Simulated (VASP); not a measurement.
# Sc (Pm-3m) in VASP: further runs

Sc is run at these levels: PBEsol; tasks: single point.

Everything below comes from runs of VASP 6.6.1. Logs are shortened: lines on timing, memory, paths and dates and some standing lists are left out, and cuts for length are marked.

**1. The cell of the first run**

It takes space group Pm-3m (No. 221, cubic). Conventional cell: a = 2.796 Å, b = 2.796 Å, c = 2.796 Å, α = 90.00°, β = 90.00°, γ = 90.00°. Sc (site symmetry m-3m) has 6 Sc at 2.80 Å within 3.7 Å.

**2. Single point, PBEsol (volume scaled by 0.88)**

The input, INCAR:

```
SYSTEM = Sc
ALGO = Normal
EDIFF = 1E-6
ENCUT = 500
GGA = PS
GGA_COMPAT = .FALSE.
ISIF = 2
ISMEAR = -1
LASPH = .TRUE.
LCHARG = .FALSE.
LREAL = .FALSE.
LWAVE = .FALSE.
NBANDS = 12
NELM = 120
PREC = Accurate
SIGMA = 0.1
```

The input, KPOINTS:

```
k-points
0
G
  12 12 12
  0 0 0
```

The input, POSCAR:

```
Sc
1.0
    2.7964844268      0.0000000000      0.0000000000
    0.0000000000      2.7964844268      0.0000000000
    0.0000000000      0.0000000000      2.7964844268
Sc
1
Direct
    0.0000000000      0.0000000000      0.0000000000
```

Potentials or basis: VASP PAW PBE potentials, release 64 (Sc_sv).

The run is started by

```console
> cat potpaw_PBE.64/Sc_sv/POTCAR > POTCAR
> mpirun -np 1 vasp_std > vasp.out
```

OUTCAR:

```text
SYSTEM = Sc
   EDIFF = 1E-6
   ENCUT = 500
   GGA = PS
   ISIF = 2
   ISMEAR = -1
   LASPH = .TRUE.
   LREAL = .FALSE.
   NELM = 120
   PREC = Accurate

 ion  position               nearest neighbor table
   1  0.000  0.000  0.000-

  LATTYP: Found a simple cubic cell.
 ALAT       =     2.7964844268

  Lattice vectors:

 A1 = (   2.7964844268,   0.0000000000,   0.0000000000)
 A2 = (   0.0000000000,   2.7964844268,   0.0000000000)
 A3 = (   0.0000000000,   0.0000000000,   2.7964844268)

Analysis of symmetry for initial positions (statically):
=====================================================================
 Subroutine PRICEL returns:
 Original cell was already a primitive cell.

 Routine SETGRP: Setting up the symmetry group for a
 simple cubic supercell.

 Subroutine GETGRP returns: Found 48 space group operations
 (whereof 48 operations were pure point group operations)
 out of a pool of 48 trial point group operations.

The static configuration has the point symmetry O_h .

Analysis of symmetry for dynamics (positions and initial velocities):
=====================================================================
 Subroutine PRICEL returns:
 Original cell was already a primitive cell.

 Routine SETGRP: Setting up the symmetry group for a
 simple cubic supercell.

 Subroutine GETGRP returns: Found 48 space group operations
 (whereof 48 operations were pure point group operations)
 out of a pool of 48 trial point group operations.

The dynamic configuration has the point symmetry O_h .

 Subroutine INISYM returns: Found 48 space group operations
 (whereof 48 operations are pure point group operations),
 and found     1 'primitive' translations

----------------------------------------------------------------------------------------

                                     Primitive cell

  volume of cell :      21.8694

  direct lattice vectors                    reciprocal lattice vectors
     2.796484427  0.000000000  0.000000000     0.357591836  0.000000000  0.000000000
     0.000000000  2.796484427  0.000000000     0.000000000  0.357591836  0.000000000
     0.000000000  0.000000000  2.796484427     0.000000000  0.000000000  0.357591836

  length of vectors
     2.796484427  2.796484427  2.796484427     0.357591836  0.357591836  0.357591836

  position of ions in fractional coordinates (direct lattice)
     0.000000000  0.000000000  0.000000000

  ion indices of the primitive-cell ions
   primitive index   ion index
                 1           1

----------------------------------------------------------------------------------------

 KPOINTS: k-points

Automatic generation of k-mesh.
 Grid dimensions read from file:
 generate k-points for:   12   12   12

 Generating k-lattice:

  Cartesian coordinates                     Fractional coordinates (reciprocal lattice)
     0.029799320  0.000000000  0.000000000     0.083333333  0.000000000  0.000000000
     0.000000000  0.029799320  0.000000000     0.000000000  0.083333333  0.000000000
     0.000000000  0.000000000  0.029799320     0.000000000  0.000000000  0.083333333

  Length of vectors
     0.029799320  0.029799320  0.029799320

  Shift w.r.t. Gamma in fractional coordinates (k-lattice)
     0.000000000  0.000000000  0.000000000

 Subroutine IBZKPT returns following result:
 ===========================================

 Found     84 irreducible k-points:

 Following reciprocal coordinates:
            Coordinates               Weight
  0.000000  0.000000  0.000000      1.000000
  0.083333  0.000000  0.000000      6.000000
  0.166667  0.000000  0.000000      6.000000
  0.250000  0.000000  0.000000      6.000000
  0.333333  0.000000  0.000000      6.000000
  0.416667  0.000000  0.000000      6.000000
[... 16 lines left out ...]
  0.333333  0.333333  0.000000     12.000000
  0.416667  0.333333  0.000000     24.000000
 [... further k-points ...]
   k-points           NKPTS =     84   k-points in BZ     NKDIM =     84   number of bands    NBANDS=     12
   number of dos      NEDOS =    301   number of ions     NIONS =      1
   total plane-waves  NPLWV =   8000
   dimension x,y,z NGX =    20 NGY =   20 NGZ =   20
   dimension x,y,z NGXF=    40 NGYF=   40 NGZF=   40
   ions per type =               1
   NGX,Y,Z   is equivalent  to a cutoff of  11.89, 11.89, 11.89 a.u.
   NGXF,Y,Z  is equivalent  to a cutoff of  23.78, 23.78, 23.78 a.u.
 SYSTEM =  Sc
   PREC   = accura    normal or accurate (medium, high low for compatibility)
   ISTART =      0    job   : 0-new  1-cont  2-samecut
   ICHARG =      2    charge: 1-file 2-atom 10-const
   ISPIN  =      1    spin polarized calculation?
   LNONCOLLINEAR =      F non collinear calculations
   LSORBIT =      F    spin-orbit coupling
   LASPH  =      T    aspherical Exc in radial PAW
   ENCUT  =  500.0 eV  36.75 Ry    6.06 a.u.   5.10  5.10  5.10*2*pi/ulx,y,z
   NELM   =    120;   NELMIN=  2; NELMDL= -5     # of ELM steps
   EDIFF  = 0.1E-05   stopping-criterion for ELM
   LREAL  =      F    real-space projection
   EDIFFG = 0.1E-04   stopping-criterion for IOM
   NSW    =      0    number of steps for IOM
   IBRION =     -1    ionic relax: 0-MD 1-quasi-New 2-CG
   NFREE  =      0    steps in history (QN), initial steepest desc. (CG)
   ISIF   =      2    stress and relaxation
   ISYM   =      2    0-nonsym 1-usesym 2-fastsym
   POTIM  = 0.5000    time-step for ionic-motion
   TEBEG  =    0.0;   TEEND  =   0.0 temperature during run
   PSTRESS=    0.0 pullay stress
   NELECT =      11.0000    total number of electrons
   NUPDOWN=      -1.0000    fix difference up-down
   EMIN   =  10.00;   EMAX   =-10.00  energy-range for DOS
   EFERMI =   0.00;   METHOD = LEGACY
   ISMEAR =    -1;   SIGMA  =   0.10  broadening in eV -4-tet -1-fermi 0-gaus
   EFERMI_NEDOS =   21; number of points for ismear=-14 and -15
   IALGO  =     38    algorithm
   IMIX   =      4    mixing-type and parameters
     AMIX     =   0.40;   BMIX     =  1.00
     AMIX_MAG =   1.60;   BMIX_MAG =  1.00
  volume/ion in A,a.u.               =      21.87       147.58
  Fermi-wavevector in a.u.,A,eV,Ry     =   1.301947  2.460323 23.062775  1.695066
  Thomas-Fermi vector in A             =   2.433047
   LORBIT       =      0    0 simple, 1 ext, 2 COOP (PROOUT), +10 PAW based schemes
   GGA     = PS    functional components
   LHFCALC =     F    Hartree Fock is set to
   AEXX    =    0.0000 exact exchange contribution
   IVDW    =     0    specifies the selected vdW correction
   LEPSILON=     F    determine dielectric tensor
   LRPA    =     F    only Hartree local field effects (RPA)
 non-spin polarized calculation
  energy-cutoff  :      500.00
  volume of cell :       21.87
 maximum number of plane-waves:       572
   NGX = 11   NGY = 11   NGZ = 11

 number of electron      10.9999997 magnetization

 Free energy of the ion-electron system (eV)
  ---------------------------------------------------
  ext. energy  EPLUGINS =         0.00000000
  ---------------------------------------------------
  free energy    TOTEN  =        -5.83133197 eV

  energy without entropy =       -5.75414713  energy(sigma->0) =       -5.79273955

 E-fermi :   4.4179     XC(G=0): -10.4255

 val. band max:        4.4078945054   @ k =   0.4167   0.0000   0.0000
 cond. band min:       4.4498282131   @ k =   0.4167   0.0000   0.0000
 fundamental gap:      0.0419337076
 Fermi energy:         4.4179402639

 k-point     1 :       0.0000    0.0000    0.0000
  band No.  band energies     occupation
      1     -44.7368      2.00000
      2     -23.0169      2.00000
      3     -23.0169      2.00000
      4     -23.0169      2.00000
      5      -0.8825      2.00000
      6       3.7179      1.99818
      7       3.7179      1.99818
      8       8.9912      0.00000
      9       8.9912      0.00000
     10       8.9912      0.00000
     11      18.2990      0.00000
     12      18.2990      0.00000

 k-point     2 :       0.0833    0.0000    0.0000
  band No.  band energies     occupation
      1     -44.7286      2.00000
      2     -23.0800      2.00000
      3     -23.0116      2.00000
      4     -23.0116      2.00000
      5      -0.7171      2.00000
      6       3.7630      1.99714
      7       3.8370      1.99402
      8       8.8242      0.00000
      9       8.8242      0.00000
     10       9.0031      0.00000
     11      17.2056      0.00000
     12      18.5822      0.00000

 k-point     3 :       0.1667    0.0000    0.0000
  band No.  band energies     occupation
      1     -44.7058      2.00000
      2     -23.2494      2.00000
      3     -22.9970      2.00000
      4     -22.9970      2.00000
      5      -0.2452      2.00000
      6       3.8895      1.98991
      7       4.1527      1.86830
      8       8.4034      0.00000
      9       8.4034      0.00000
     10       9.0360      0.00000
     11      15.3286      0.00000
     12      19.3550      0.00000
[... 286 lines left out ...]
 k-point    23 :       0.3333    0.3333    0.0000
  band No.  band energies     occupation
      1     -44.5525      2.00000
      2     -23.6125      2.00000
      3     -23.5887      2.00000
      4     -22.8994      2.00000
      5       2.4691      2.00000
      6       4.2887      1.56919
      7       6.6366      0.00000
      8       7.1111      0.00000
      9       7.6611      0.00000
     10       7.8261      0.00000
     11      12.6536      0.00000
     12      15.7232      0.00000

 k-point    24 :       0.4167    0.3333    0.0000
  band No.  band energies     occupation
      1     -44.5301      2.00000
      2     -23.7504      2.00000
      3     -23.5771      2.00000
      4     -22.8853      2.00000
      5       2.5562      2.00000
      6       4.3551      1.30442
      7       6.8816      0.00000
      8       7.4517      0.00000
      9       7.8270      0.00000
     10       7.8986      0.00000
     11      11.7603      0.00000
     12      16.0688      0.00000

 [... further k-points ...]

------------------------ aborting loop because EDIFF is reached ----------------------------------------

  FORCE on cell =-STRESS in cart. coord.  units (eV):
  Direction    XX          YY          ZZ          XY          YZ          ZX
  --------------------------------------------------------------------------------------
  -------------------------------------------------------------------------------------
  Total        0.7728537      0.7728537      0.7728537      0.0000000      0.0000000      0.0000000
  in kB       56.6201030     56.6201030     56.6201030      0.0000000      0.0000000      0.0000000
  external PRESSURE =      56.6201030 kB  Pullay stress =       0.0000000 kB

 VOLUME and BASIS-vectors are now :
 -----------------------------------------------------------------------------
  energy-cutoff  :      500.00
  volume of cell :       21.87
      direct lattice vectors                 reciprocal lattice vectors
     2.796484427  0.000000000  0.000000000     0.357591836  0.000000000  0.000000000
     0.000000000  2.796484427  0.000000000     0.000000000  0.357591836  0.000000000
     0.000000000  0.000000000  2.796484427     0.000000000  0.000000000  0.357591836

 POSITION                                       TOTAL-FORCE (eV/Angst)
 -----------------------------------------------------------------------------------
      0.00000      0.00000      0.00000         0.000000      0.000000      0.000000
 -----------------------------------------------------------------------------------
    total drift:                               -0.000000      0.000000      0.000000

  FREE ENERGIE OF THE ION-ELECTRON SYSTEM (eV)
  ---------------------------------------------------
  free  energy   TOTEN  =        -5.8313319724 eV

  energy  without entropy=       -5.7541471341  energy(sigma->0) =       -5.79273955
```

It took 9.9 s on 1 thread of Intel Xeon Platinum 8259CL at 2.50GHz (Skylake/Cascade Lake), shared host; peak memory 0.13 GiB.

What came out:

```
Free energy : -5.8313 eV
Pressure    : 5.7 GPa
```

Caveat: the PAW data sets were made with another functional, which shifts forces and pressure a little.

**3. Single point, PBEsol (volume scaled by 0.92)**

The input, INCAR:

```
PREC = Accurate
ENCUT = 500
EDIFF = 1E-6
ISMEAR = -1
SIGMA = 0.1
LREAL = F
LASPH = T
NELM = 120
ALGO = Normal
ISIF = 2
LWAVE = F
LCHARG = F
GGA = PS
NBANDS = 12
GGA_COMPAT = F
```

The input, KPOINTS:

```
regular mesh
0
Gamma
  12 12 12
```

The input, POSCAR:

```
Sc
1.0
    2.8382291547      0.0000000000      0.0000000000
    0.0000000000      2.8382291547      0.0000000000
    0.0000000000      0.0000000000      2.8382291547
Sc
1
Direct
    0.0000000000      0.0000000000      0.0000000000
```

Potentials or basis: VASP PAW PBE potentials, release 64 (Sc_sv).

The run is started by

```console
> cat potpaw_PBE.64/Sc_sv/POTCAR > POTCAR
> mpirun -np 1 vasp_std > vasp.out
```

It took 10 s on 1 thread of Intel Xeon Platinum 8259CL at 2.50GHz (Skylake/Cascade Lake), shared host; peak memory 0.14 GiB.

It converged, with:

* Free energy: -5.8601 eV
* Pressure: 3.4 GPa

Levels at points of the mesh, in eV from the Fermi level:
| k point | band 4 | band 5 | band 6 | band 7 | band 8 | band 9 |
| --- | --- | --- | --- | --- | --- | --- |
| (0.00, 0.00, 0.00) | -27.56 | -5.23 | -0.64 | -0.64 | 4.37 | 4.37 |
| (0.50, 0.00, 0.00) | -27.49 | -1.64 | -0.36 | 0.07 | 2.51 | 2.51 |
| (0.50, 0.50, 0.00) | -27.42 | -2.12 | 0.33 | 2.94 | 2.94 | 4.29 |
| (0.50, 0.50, 0.50) | -28.12 | -0.66 | -0.66 | -0.66 | 5.55 | 5.55 |

Caveat: the PAW data sets were made with another functional, which shifts forces and pressure a little.

**4. Single point, PBEsol (volume scaled by 0.96)**

The input, INCAR:

```
SYSTEM = Sc
  PREC = Accurate
  ENCUT = 500
  EDIFF = 1E-6
  ISMEAR = -1
  SIGMA = 0.1
  LREAL = .FALSE.
  LASPH = .TRUE.
  NELM = 120
  ALGO = Normal
  ISIF = 2
  LWAVE = .FALSE.
  LCHARG = .FALSE.
  GGA = PS
  NBANDS = 12
  GGA_COMPAT = .FALSE.
```

The input, KPOINTS:

```
Automatic mesh
0
G
  12 12 12
  0 0 0
```

The input, POSCAR:

```
Sc
1.0
    2.8787807642      0.0000000000      0.0000000000
    0.0000000000      2.8787807642      0.0000000000
    0.0000000000      0.0000000000      2.8787807642
Sc
1
Direct
    0.0000000000      0.0000000000      0.0000000000
```

The run is started by

```console
> cat potpaw_PBE.64/Sc_sv/POTCAR > POTCAR
> mpirun -np 1 vasp_std > vasp.out
```

It took 11 s on 1 thread of Intel Xeon Platinum 8259CL at 2.50GHz (Skylake/Cascade Lake), shared host; peak memory 0.14 GiB.

Results (log left out):

| Property | Result |
| --- | --- |
| Free energy | -5.8762 eV |
| Pressure | 1.6 GPa |

Levels at points of the mesh, in eV from the Fermi level:
| k point | band 2 | band 3 | band 4 | band 5 | band 6 | band 7 | band 8 | band 9 |
| --- | --- | --- | --- | --- | --- | --- | --- | --- |
| (0.00, 0.00, 0.00) | -27.68 | -27.68 | -27.68 | -5.17 | -0.59 | -0.59 | 4.17 | 4.17 |
| (0.50, 0.00, 0.00) | -28.37 | -27.61 | -27.61 | -1.66 | -0.42 | 0.08 | 2.42 | 2.42 |
| (0.50, 0.50, 0.00) | -28.26 | -28.26 | -27.56 | -1.98 | 0.29 | 2.82 | 2.82 | 4.06 |
| (0.50, 0.50, 0.50) | -28.17 | -28.17 | -28.17 | -0.58 | -0.58 | -0.58 | 5.29 | 5.29 |

Caveat: the PAW data sets were made with another functional, which shifts forces and pressure a little.

**5. The runs side by side**

| cell | gap on the mesh (eV) | pressure (GPa) |
| --- | --- | --- |
| a = 2.796 Å, 1 atom | none | 5.7 |
| a = 2.838 Å, 1 atom | none | 3.4 |
| a = 2.879 Å, 1 atom | none | 1.6 |

Alike in all rows: task single point; level PBEsol; potentials or basis VASP PAW PBE potentials, release 64 (Sc_sv); no spin polarisation; k mesh 12 × 12 × 12; cutoff (eV) 500; smearing fermi-dirac 0.1 eV.

Caveats: the PAW data sets were made with another functional, which shifts forces and pressure a little.

Absolute energies hang on the potentials; compare differences alone.
